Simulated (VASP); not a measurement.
Here is a VASP 6.6.1 calculation.

File POSCAR:

```
Nb
1.0
    0.0000000000      2.1064227052      2.1064227052
    2.1064227052      0.0000000000      2.1064227052
    2.1064227052      2.1064227052      0.0000000000
Nb
1
Direct
    0.0000000000      0.0000000000      0.0000000000
```

INCAR.step1

```
PREC = Accurate ; ENCUT = 520
ISMEAR = 0 ; SIGMA = 0.1
LREAL = False ; LASPH = True
NELM = 60 ; NBANDS = 12
GGA = PE ; ALGO = Normal
EDIFF = 1E-4 ; LWAVE = True
LCHARG = False
```

The input INCAR.step2:

```
PREC = Accurate ; ENCUT = 520
EDIFF = 1E-6 ; ISMEAR = 0
SIGMA = 0.1 ; LREAL = False
LASPH = True ; NELM = 60
ALGO = Normal ; ISIF = 2
LWAVE = False ; LCHARG = False
METAGGA = R2SCAN ; LMIXTAU = True
NBANDS = 12 ; ISTART = 1
```

The input KPOINTS:

```
regular mesh
0
Gamma
  18 18 18
```

Potentials or basis: VASP PAW PBE potentials, release 64 (Nb_sv).

Command:

```sh
$ cat potpaw_PBE.64/Nb_sv/POTCAR > POTCAR
$ cp INCAR.step1 INCAR
$ mpirun -np 1 vasp_std > vasp.out
$ cp INCAR.step2 INCAR
$ mpirun -np 1 vasp_std > vasp.out
```

(1) Predict the pressure.

Answers

(1) -0.2 GPa.

Caveat: the PAW data sets were made with another functional, which shifts forces and pressure a little.
